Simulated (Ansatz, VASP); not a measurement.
**One calculation of Ga, two programs**

```
Ga
1.0
    -1.28643    1.28643    2.65505
     1.28643   -1.28643    2.65505
     1.28643    1.28643   -2.65505
Ga
1
Cartesian
  0.0000 0.0000 0.0000
```

Alike in both runs: task single point; functional PBEsol; k mesh 26 × 26 × 26; occupations gaussian, width 0.15 eV; no spin polarisation.

|  | VASP | Ansatz |
| --- | --- | --- |
| version | VASP 6.6.1 | Ansatz 0.2.0 |
| potentials or method | VASP PAW PBE potentials, release 64 (Ga_d), cutoff 520 eV | scalar-relativistic, plane waves, PAW |
| valence electrons in the cell | 13 | 13 |

Ansatz gave:

* gap on the k mesh at the Fermi level (eV): none
* pressure (GPa): 3.9
* traceless stress, the component that is largest in VASP (GPa): -7.48

What did VASP give for the same quantities?

gap on the k mesh at the Fermi level (eV): none; pressure (GPa): 3.9; traceless stress, the component that is largest in VASP (GPa): -7.46.

VASP's potentials were made for PBE, not for PBEsol. A gap of «none» marks a metal or a gap that the smearing closes.
